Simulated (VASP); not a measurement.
# Ir (P6_3/mmc) in VASP: a series of runs, part 2 of 2

VASP 6.6.1. The steps go on from the part before.

## (5) Single point, r2SCAN

This run uses another cell than the first one, of 14.58 Å³/atom.

The input, POSCAR:

```
Ir
1.0
    2.7501450646      0.0000000000      0.0000000000
   -1.3750725323      2.3816954901      0.0000000000
    0.0000000000      0.0000000000      4.4518479355
Ir
2
Direct
    0.3333333333      0.6666666667      0.7500000000
    0.6666666667      0.3333333333      0.2500000000
```

The input, INCAR.step1:

```
PREC = Accurate ; ENCUT = 550
ISMEAR = 0 ; SIGMA = 0.05
LREAL = F ; LASPH = T
NELM = 120 ; NBANDS = 24
GGA = PE ; ALGO = Normal
EDIFF = 1E-5 ; LWAVE = T
LCHARG = F ; GGA_COMPAT = F
```

The input, INCAR.step2:

```
PREC = Accurate ; ENCUT = 550
EDIFF = 1E-6 ; ISMEAR = 0
SIGMA = 0.05 ; LREAL = F
LASPH = T ; NELM = 120
ALGO = Normal ; ISIF = 2
LWAVE = F ; LCHARG = F
METAGGA = R2SCAN ; LMIXTAU = T
NBANDS = 24 ; ISTART = 1
GGA_COMPAT = F
```

The input, KPOINTS:

```
regular mesh
0
Gamma
  18 18 10
```

Potentials or basis: VASP PAW PBE potentials, release 64 (Ir_sv_GW).

Run with:

```sh
$ cat potpaw_PBE.64/Ir_sv_GW/POTCAR > POTCAR
$ cp INCAR.step1 INCAR
$ mpirun -np 1 vasp_std > vasp.out
$ cp INCAR.step2 INCAR
$ mpirun -np 1 vasp_std > vasp.out
```

OUTCAR:

```text
PREC = Accurate
   ENCUT = 550
   EDIFF = 1E-6
   ISMEAR = 0
   LREAL = F
   LASPH = T
   NELM = 120
   ISIF = 2
   METAGGA = R2SCAN
   ISTART = 1

 ion  position               nearest neighbor table
   1  0.333  0.667  0.750-   2 2.73   2 2.73   2 2.73   2 2.73   2 2.73   2 2.73
   2  0.667  0.333  0.250-   1 2.73   1 2.73   1 2.73   1 2.73   1 2.73   1 2.73

  LATTYP: Found a hexagonal cell.
 ALAT       =     2.7501450646
 C/A-ratio  =     1.6187684035

  Lattice vectors:

 A1 = (   2.7501450646,   0.0000000000,   0.0000000000)
 A2 = (  -1.3750725323,   2.3816954901,   0.0000000000)
 A3 = (   0.0000000000,   0.0000000000,   4.4518479355)

Analysis of symmetry for initial positions (statically):
=====================================================================
 Subroutine PRICEL returns:
 Original cell was already a primitive cell.

 Routine SETGRP: Setting up the symmetry group for a
 hexagonal supercell.

 Subroutine GETGRP returns: Found 24 space group operations
 (whereof 12 operations were pure point group operations)
 out of a pool of 24 trial point group operations.

The static configuration has the point symmetry D_3d.
 The point group associated with its full space group is D_6h.

Analysis of symmetry for dynamics (positions and initial velocities):
=====================================================================
 Subroutine PRICEL returns:
 Original cell was already a primitive cell.

 Routine SETGRP: Setting up the symmetry group for a
 hexagonal supercell.

 Subroutine GETGRP returns: Found 24 space group operations
 (whereof 12 operations were pure point group operations)
 out of a pool of 24 trial point group operations.

The dynamic configuration has the point symmetry D_3d.
 The point group associated with its full space group is D_6h.

 Subroutine INISYM returns: Found 24 space group operations
 (whereof 12 operations are pure point group operations),
 and found     1 'primitive' translations

----------------------------------------------------------------------------------------

                                     Primitive cell

  volume of cell :      29.1596

  direct lattice vectors                    reciprocal lattice vectors
     2.750145065  0.000000000  0.000000000     0.363617183  0.209934478  0.000000000
    -1.375072532  2.381695490  0.000000000     0.000000000  0.419868956  0.000000000
     0.000000000  0.000000000  4.451847936     0.000000000  0.000000000  0.224625822

  length of vectors
     2.750145065  2.750145065  4.451847936     0.419868956  0.419868956  0.224625822

  position of ions in fractional coordinates (direct lattice)
     0.333333333  0.666666667  0.750000000
     0.666666667  0.333333333  0.250000000

  ion indices of the primitive-cell ions
   primitive index   ion index
                 1           1
                 2           2

----------------------------------------------------------------------------------------

 KPOINTS: regular mesh

Automatic generation of k-mesh.
 Grid dimensions read from file:
 generate k-points for:   18   18   10

 Generating k-lattice:

  Cartesian coordinates                     Fractional coordinates (reciprocal lattice)
     0.020200955  0.011663027  0.000000000     0.055555556 -0.000000000  0.000000000
     0.000000000  0.023326053  0.000000000     0.000000000  0.055555556  0.000000000
     0.000000000  0.000000000  0.022462582     0.000000000  0.000000000  0.100000000

  Length of vectors
     0.023326053  0.023326053  0.022462582

  Shift w.r.t. Gamma in fractional coordinates (k-lattice)
     0.000000000  0.000000000  0.000000000

 Subroutine IBZKPT returns following result:
 ===========================================

 Found    222 irreducible k-points:

 Following reciprocal coordinates:
            Coordinates               Weight
  0.000000  0.000000  0.000000      1.000000
  0.055556  0.000000  0.000000      6.000000
  0.111111  0.000000  0.000000      6.000000
  0.166667  0.000000  0.000000      6.000000
  0.222222 -0.000000  0.000000      6.000000
  0.277778  0.000000  0.000000      6.000000
[... 16 lines left out ...]
  0.333333  0.111111  0.000000     12.000000
  0.388889  0.111111  0.000000     12.000000
 [... further k-points ...]
   k-points           NKPTS =    222   k-points in BZ     NKDIM =    222   number of bands    NBANDS=     24
   number of dos      NEDOS =    301   number of ions     NIONS =      2
   total plane-waves  NPLWV =  20736
   dimension x,y,z NGX =    24 NGY =   24 NGZ =   36
   dimension x,y,z NGXF=    48 NGYF=   48 NGZF=   72
   ions per type =               2
   NGX,Y,Z   is equivalent  to a cutoff of  14.51, 14.51, 13.44 a.u.
   NGXF,Y,Z  is equivalent  to a cutoff of  29.02, 29.02, 26.89 a.u.
 SYSTEM =  unknown system
   PREC   = accura    normal or accurate (medium, high low for compatibility)
   ISTART =      1    job   : 0-new  1-cont  2-samecut
   ICHARG =      0    charge: 1-file 2-atom 10-const
   ISPIN  =      1    spin polarized calculation?
   LNONCOLLINEAR =      F non collinear calculations
   LSORBIT =      F    spin-orbit coupling
   LASPH  =      T    aspherical Exc in radial PAW
   ENCUT  =  550.0 eV  40.42 Ry    6.36 a.u.   5.26  5.26  8.51*2*pi/ulx,y,z
   NELM   =    120;   NELMIN=  2; NELMDL=  0     # of ELM steps
   EDIFF  = 0.1E-05   stopping-criterion for ELM
   LREAL  =      F    real-space projection
   EDIFFG = 0.1E-04   stopping-criterion for IOM
   NSW    =      0    number of steps for IOM
   IBRION =     -1    ionic relax: 0-MD 1-quasi-New 2-CG
   NFREE  =      0    steps in history (QN), initial steepest desc. (CG)
   ISIF   =      2    stress and relaxation
   ISYM   =      2    0-nonsym 1-usesym 2-fastsym
   POTIM  = 0.5000    time-step for ionic-motion
   TEBEG  =    0.0;   TEEND  =   0.0 temperature during run
   PSTRESS=    0.0 pullay stress
   NELECT =      34.0000    total number of electrons
   NUPDOWN=      -1.0000    fix difference up-down
   EMIN   =  10.00;   EMAX   =-10.00  energy-range for DOS
   EFERMI =   0.00;   METHOD = LEGACY
   ISMEAR =     0;   SIGMA  =   0.05  broadening in eV -4-tet -1-fermi 0-gaus
   EFERMI_NEDOS =   21; number of points for ismear=-14 and -15
   IALGO  =     38    algorithm
   IMIX   =      4    mixing-type and parameters
     AMIX     =   0.40;   BMIX     =  1.00
     AMIX_MAG =   1.60;   BMIX_MAG =  1.00
  volume/ion in A,a.u.               =      14.58        98.39
  Fermi-wavevector in a.u.,A,eV,Ry     =   1.723087  3.256161 40.396067  2.969027
  Thomas-Fermi vector in A             =   2.799029
   LORBIT       =      0    0 simple, 1 ext, 2 COOP (PROOUT), +10 PAW based schemes
   METAGGA = R2SCAN    functional components
   LHFCALC =     F    Hartree Fock is set to
   AEXX    =    0.0000 exact exchange contribution
   IVDW    =     0    specifies the selected vdW correction
   LEPSILON=     F    determine dielectric tensor
   LRPA    =     F    only Hartree local field effects (RPA)
 non-spin polarized calculation
 Gauss-broadening in eV      SIGMA  =   0.05
  energy-cutoff  :      550.00
  volume of cell :       29.16
 maximum number of plane-waves:       870
 NGX is ok and might be reduce to    24
   NGX = 11   NGY = 11   NGZ = 17

 number of electron      34.0000000 magnetization

 Free energy of the ion-electron system (eV)
  ---------------------------------------------------
  ext. energy  EPLUGINS =         0.00000000
  ---------------------------------------------------
  free energy    TOTEN  =      -105.61564659 eV

  energy without entropy =     -105.61320697  energy(sigma->0) =     -105.61442678

 E-fermi :  12.2207     XC(G=0): -15.6818

 val. band max:       12.2117475755   @ k =   0.3333   0.2778   0.3000
 cond. band min:      12.2266528683   @ k =   0.3889   0.0000   0.1000
 fundamental gap:      0.0149052928
 Fermi energy:        12.2206895238

 k-point     1 :       0.0000    0.0000    0.0000
  band No.  band energies     occupation
      1     -82.8466      2.00000
      2     -82.7802      2.00000
      3     -39.4737      2.00000
      4     -38.7974      2.00000
      5     -38.7974      2.00000
      6     -38.6941      2.00000
[... 16 lines left out ...]
     23      28.7069      0.00000
     24      29.7501      0.00000
[... 598 lines left out ...]
      2     -82.7617      2.00000
      3     -39.3269      2.00000
      4     -39.2122      2.00000
      5     -39.1415      2.00000
      6     -38.9987      2.00000
[... 16 lines left out ...]
     23      23.0051      0.00000
     24      25.7974      0.00000

 [... further k-points ...]

------------------------ aborting loop because EDIFF is reached ----------------------------------------

  FORCE on cell =-STRESS in cart. coord.  units (eV):
  Direction    XX          YY          ZZ          XY          YZ          ZX
  --------------------------------------------------------------------------------------
  -------------------------------------------------------------------------------------
  Total       -1.8087565     -1.8087565     -1.8070356      0.0000000      0.0000000     -0.0000000
  in kB      -99.3821799    -99.3821799    -99.2876281      0.0000000      0.0000000     -0.0000000
  external PRESSURE =     -99.3506626 kB  Pullay stress =       0.0000000 kB

 VOLUME and BASIS-vectors are now :
 -----------------------------------------------------------------------------
  energy-cutoff  :      550.00
  volume of cell :       29.16
      direct lattice vectors                 reciprocal lattice vectors
     2.750145065  0.000000000  0.000000000     0.363617183  0.209934478  0.000000000
    -1.375072532  2.381695490  0.000000000     0.000000000  0.419868956  0.000000000
     0.000000000  0.000000000  4.451847936     0.000000000  0.000000000  0.224625822

 POSITION                                       TOTAL-FORCE (eV/Angst)
 -----------------------------------------------------------------------------------
     -0.00000      1.58780      3.33889        -0.000000      0.000000      0.000000
      1.37507      0.79390      1.11296         0.000000      0.000000      0.000000
 -----------------------------------------------------------------------------------
    total drift:                               -0.000000      0.000000     -0.000000

  FREE ENERGIE OF THE ION-ELECTRON SYSTEM (eV)
  ---------------------------------------------------
  free  energy   TOTEN  =      -105.6156465852 eV

  energy  without entropy=     -105.6132069736  energy(sigma->0) =     -105.61442678
```

OSZICAR.step1:

```text
N       E                     dE             d eps       ncg     rms          rms(c)
DAV:   1     0.356702844271E+03    0.35670E+03   -0.26000E+04 11328   0.161E+03
DAV:   2    -0.108216812793E+02   -0.36752E+03   -0.35606E+03 12936   0.515E+02
DAV:   3    -0.208856460485E+02   -0.10064E+02   -0.10008E+02 12736   0.839E+01
DAV:   4    -0.209239754346E+02   -0.38329E-01   -0.38322E-01 12072   0.569E+00
DAV:   5    -0.209241243632E+02   -0.14893E-03   -0.14888E-03 12776   0.318E-01    0.960E+01
DAV:   6    -0.188780104197E+02    0.20461E+01   -0.36527E+00 11544   0.148E+01    0.497E+01
DAV:   7    -0.187249788529E+02    0.15303E+00   -0.11343E+00 13008   0.770E+00    0.937E+00
DAV:   8    -0.186873401304E+02    0.37639E-01   -0.14840E-01 11200   0.356E+00    0.965E-01
DAV:   9    -0.186868246650E+02    0.51547E-03   -0.23677E-03 13192   0.377E-01    0.657E-01
DAV:  10    -0.186865508519E+02    0.27381E-03   -0.39713E-04 11576   0.238E-01    0.379E-01
DAV:  11    -0.186865553198E+02   -0.44678E-05   -0.76474E-06  8080   0.286E-02
   1 F= -.18686555E+02 E0= -.18685294E+02  d E =-.252350E-02
```

Wall time 8.6 min (1 thread of Intel Xeon Platinum 8259CL at 2.50GHz (Skylake/Cascade Lake), shared host); peak memory 0.27 GiB.

Results:

| Property | Result |
| --- | --- |
| Free energy | -105.6156 eV |
| Pressure | -9.9 GPa |
| Band gap on the k mesh | zero (bands 17 and 18 overlap by 3.30 eV) |

Caveat: the cell stands under tension; the PAW data sets were made with another functional, which shifts forces and pressure a little; spin-orbit coupling is left out, which moves the levels of the heavy elements.

## (6) Overview

| cell | gap on the mesh (eV) | pressure (GPa) |
| --- | --- | --- |
| a = 2.702, b = 2.702, c = 4.373 Å, angles 90.0, 90.0, 120.0°, 2 atoms | none | 10.5 |
| a = 2.730, b = 2.730, c = 4.420 Å, angles 90.0, 90.0, 120.0°, 2 atoms | none | -2.2 |
| a = 2.729, b = 2.729, c = 4.421 Å, angles 90.0, 90.0, 120.0°, 2 atoms | none | -2.2 |
| a = 2.750, b = 2.750, c = 4.452 Å, angles 90.0, 90.0, 120.0°, 2 atoms | none | -9.9 |

Alike in all rows: task single point; level r2SCAN; potentials or basis VASP PAW PBE potentials, release 64 (Ir_sv_GW); no spin polarisation; k mesh 18 × 18 × 10; cutoff (eV) 550; smearing gaussian 0.05 eV.

Caveats: the PAW data sets were made with another functional, which shifts forces and pressure a little; spin-orbit coupling is left out, which moves the levels of the heavy elements; the cell stands under pressure (at least some runs); the cell stands under tension (at least some runs).

Absolute energies hang on the potentials; compare differences alone.
